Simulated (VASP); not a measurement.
Sn:

```
Sn
1.0
    -2.91964    2.91964    1.59380
     2.91964   -2.91964    1.59380
     2.91964    2.91964   -1.59380
Sn
2
Direct
  0.00000 0.00000 0.00000
  0.75000 0.25000 0.50000
```

- Program: VASP 6.6.1
- Task: relaxation of cell and atoms
- Functional: PBE
- Potentials or basis: VASP PAW PBE potentials, release 64 (Sn_d)
- Cutoff: 600 eV
- k mesh: 16 × 16 × 16
- Occupations: gaussian, width 0.1 eV
- Spin: no spin polarisation

At the start: pressure 2.3 GPa; volume 27.17 Å³/atom.

Question: How do energy, volume and symmetry change on relaxing?

Answer: Over 11 steps the energy falls by 9.1 meV/atom and the volume is 28.40 Å³/atom (+4.5 %); space group I4_1/amd (No. 141, to 0.05 Å).

The path:
| step | energy change (eV) | largest force (eV/Å) | pressure (GPa) | volume (Å³) |
| --- | --- | --- | --- | --- |
| 1 | 0.0000 | 0.0000 | 2.33 | 54.34 |
| 2 | -0.0168 | 0.0000 | -0.53 | 57.50 |
| 3 | -0.0180 | 0.0000 | 0.01 | 56.84 |
| 4 | -0.0179 | 0.0000 | -0.10 | 56.89 |
| 5 | -0.0181 | 0.0000 | -0.13 | 56.87 |
| 6 | -0.0181 | 0.0000 | -0.08 | 56.85 |
| 7 | -0.0181 | 0.0000 | -0.03 | 56.86 |
| 8 | -0.0181 | 0.0000 | -0.07 | 56.86 |
| 9 | -0.0181 | 0.0000 | -0.05 | 56.86 |
| 10 | -0.0181 | 0.0000 | 0.04 | 56.77 |
| 11 | -0.0181 | 0.0000 | -0.01 | 56.79 |

Final structure:
```
Sn
1.0
    -2.97309    2.97309    1.60626
     2.97309   -2.97309    1.60626
     2.97309    2.97309   -1.60626
Sn
2
Direct
  0.00000 0.00000 0.00000
  0.75000 0.25000 0.50000
```
